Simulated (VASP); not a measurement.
Wanted: the native input for a VASP 6.6.1 run.

- Task: single point
- Functional: PBE
- Potentials or basis: VASP PAW PBE potentials, release 64 (La, O)
- Cutoff: 520 eV
- k mesh: 6 × 6 × 4
- Occupations: gaussian, width 0.01 eV
- Spin: no spin polarisation
- Dipole correction: no
- Further INCAR settings: ALGO = Normal; EDIFF = 1e-07; NBANDS = 28

The structure of La2O3 lies in POSCAR:

```
La2O3
1.0
    4.0266881027      0.0000000000      0.0000000000
   -2.0133440513      3.4872141893      0.0000000000
    0.0000000000      0.0000000000      6.2610840079
La O
2 3
Direct
    0.6666666667      0.3333333333      0.7537643200
    0.3333333333      0.6666666667      0.2462356800
    0.6666666667      0.3333333333      0.3541093500
    0.3333333333      0.6666666667      0.6458906500
    0.0000000000      0.0000000000      0.0000000000
```

The input as run:

INCAR

```
PREC = Accurate
ENCUT = 520
EDIFF = 1E-7
ISMEAR = 0
SIGMA = 0.01
LREAL = F
LASPH = T
NELM = 100
ALGO = Normal
ISIF = 2
LWAVE = F
LCHARG = F
GGA = PE
NBANDS = 28
```

KPOINTS

```
Automatic mesh
0
Gamma
  6 6 4
```

Potentials or basis: VASP PAW PBE potentials, release 64 (La, O).

The run is started by

```bash
$ cat potpaw_PBE.64/La/POTCAR potpaw_PBE.64/O/POTCAR > POTCAR
$ mpirun -np 1 vasp_std > vasp.out
```

Results of the run:

```yaml
Pressure: -6.9 GPa
Largest_force: 0.488 eV/Å
Band_gap_on_the_k_mesh: 3.74 eV, indirect (least direct gap 3.97 eV)
```

Caveat: spin-orbit coupling is left out, which moves the levels of the heavy elements.

It took 48 s on 1 thread of Intel(R) Xeon(R) 6975P-C (Granite Rapids), on a shared host, peak memory 0.22 GiB.
